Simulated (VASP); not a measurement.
Here is a VASP 6.6.1 calculation.

Contents of INCAR:

```
  PREC = Accurate
  ENCUT = 520
  EDIFF = 1E-6
  ISMEAR = 0
  SIGMA = 0.1
  LREAL = F
  LASPH = T
  NELM = 80
  ALGO = Normal
  ISIF = 2
  LWAVE = F
  LCHARG = F
  GGA = PE
  IVDW = 12
  NBANDS = 19
```

KPOINTS

```
regular mesh
0
Gamma
  18 18 18
```

POSCAR

```
HfCl2
1.0
    1.6207106348      0.9357177213      6.7135095778
   -1.6207106348      0.9357177213      6.7135095778
    0.0000000000     -1.8714354426      6.7135095777
Hf Cl
1 2
Direct
    0.5000000000      0.5000000000      0.5000000000
    0.7432370765      0.7432370765      0.7432370765
    0.2567629235      0.2567629235      0.2567629235
```

Potentials or basis: VASP PAW PBE potentials, release 64 (Hf_pv, Cl).

Launch:

```bash
$ cat potpaw_PBE.64/Hf_pv/POTCAR potpaw_PBE.64/Cl/POTCAR > POTCAR
$ mpirun -np 1 vasp_std > vasp.out
```

Question: Estimate the dispersion energy per atom.

Answer: -0.305 eV.

Question: Predict the largest force.

Answer: 0.076 eV/Å.

Question: Predict the pressure.

Answer: -0.7 GPa.

Stress tensor (GPa, compression positive):
```
-0.69  0.00  0.00
 0.00 -0.69  0.00
 0.00  0.00 -0.78
```
